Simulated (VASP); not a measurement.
Runs of VASP 6.6.1 on CaO. The structure is that of space group Fm-3m (No. 225), or close to it. The cells are those of the table. 

```tsv
potentials or basis	cell	k mesh	cutoff (eV)	smearing	second run	gap on the mesh (eV)	pressure (GPa)
VASP PAW PBE potentials, release 64 (Ca_sv, O)	a = 3.424, b = 3.424, c = 3.397 Å, angles 59.7, 59.7, 90.0°, 2 atoms	8 × 8 × 8	520	gaussian 0.01 eV	-	4.13	(b)
VASP PAW PBE potentials, release 64 (Ca_sv, O)	a = 3.323, b = 3.323, c = 3.377 Å, angles 60.5, 60.5, 90.0°, 2 atoms	8 × 8 × 8	520	gaussian 0.01 eV	-	4.12	(a)
VASP PAW PBE potentials, release 64 (Ca_sv, O)	a = 3.424, b = 3.424, c = 3.399 Å, angles 59.7, 59.7, 90.0°, 2 atoms	8 × 8 × 8	520	gaussian 0.01 eV	-	4.13	-0.6
VASP PAW PBE potentials, release 64 (Ca_sv, O)	a = 3.374, b = 3.374, c = 3.387 Å, angles 60.1, 60.1, 90.0°, 2 atoms	8 × 8 × 8	520	gaussian 0.01 eV	-	4.17	(c)
VASP PAW PBE potentials, release 64 (Ca_sv, O)	a = 3.458, b = 3.458, c = 3.404 Å, angles 59.5, 59.5, 90.0°, 2 atoms	8 × 8 × 8	520	gaussian 0.01 eV	-	4.07	-1.8
VASP PAW PBE potentials, release 64 (Ca_sv, O)	a = 3.390 Å, angles 60.0, 60.0, 90.0°, 2 atoms	12 × 12 × 12	520	fermi-dirac 0.08 eV	-	4.19	1.1
VASP PAW PBE potentials, release 64 (Ca_sv, O)	a = 3.323, b = 3.323, c = 3.375 Å, angles 60.5, 60.5, 90.0°, 2 atoms	8 × 8 × 8	520	gaussian 0.01 eV	-	4.12	5.2
VASP PAW PBE potentials, release 64 (Ca_sv, O_h)	a = 3.390 Å, angles 60.0, 60.0, 90.0°, 2 atoms	8 × 8 × 8	910	gaussian 0.01 eV	hard_potentials	4.19	0.9
```

Alike in all rows: task single point; level r2SCAN; no spin polarisation.

Estimate the missing entries.

(a) 5.0; (b) -0.5; (c) 2.0.

Caveats: the PAW data sets were made with another functional, which shifts forces and pressure a little; the cutoff is under 1.25 times the usual one of these potentials, so pressure, stress and relaxed cells hold a basis-set (Pulay) error (some runs).

A k mesh can miss the band edges.
